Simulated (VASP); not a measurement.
Wanted: the native input for a VASP 6.6.1 run.

| Item | Value |
| --- | --- |
| Task | single point |
| Functional | LDA |
| Potentials or basis | VASP PAW LDA potentials, release 64 (Pb_d) |
| Cutoff | 520 eV |
| k mesh | 16 × 16 × 16 |
| Occupations | gaussian, width 0.15 eV |
| Spin | no spin polarisation |
| Dipole correction | no |
| Further INCAR settings | ALGO = Fast; EDIFF = 1e-07; NBANDS = 13 |

The structure of Pb lies in POSCAR:

```
Pb
1.0
    0.0000000000      2.4698000000      2.4698000000
    2.5994645000      0.0000000000      2.4698000000
    2.5994645000      2.4698000000      0.0000000000
Pb
1
Direct
    0.0000000000      0.0000000000      0.0000000000
```

This cell differs from its parent crystal: strain +0.0525 x Voigt [1, 0, 0, 0, 0, 0].

These files were run (other wordings do the same):

INCAR

```
ALGO = Fast
EDIFF = 1E-7
ENCUT = 520
GGA = CA
ISIF = 2
ISMEAR = 0
LASPH = T
LCHARG = F
LREAL = F
LWAVE = F
NBANDS = 13
NELM = 60
PREC = Accurate
SIGMA = 0.15
```

KPOINTS

```
k-points
0
Gamma
  16 16 16
```

Potentials or basis: VASP PAW LDA potentials, release 64 (Pb_d).

Run with:

```sh
$ cat potpaw_LDA.64/Pb_d/POTCAR > POTCAR
$ mpirun -np 1 vasp_std > vasp.out
```

It gave:

* Pressure: -3.7 GPa
* Band gap on the k mesh: zero (band 7 reaches 13.49 eV, above the bottom of band 8 at 4.78 eV)

Caveat: the cell differs from its parent crystal (strain +0.0525 x Voigt [1, 0, 0, 0, 0, 0]); spin-orbit coupling is left out, which moves the levels of the heavy elements.

It took 4.1 min on 1 thread of Intel Xeon 8259CL (shared host), peak memory 0.25 GiB.
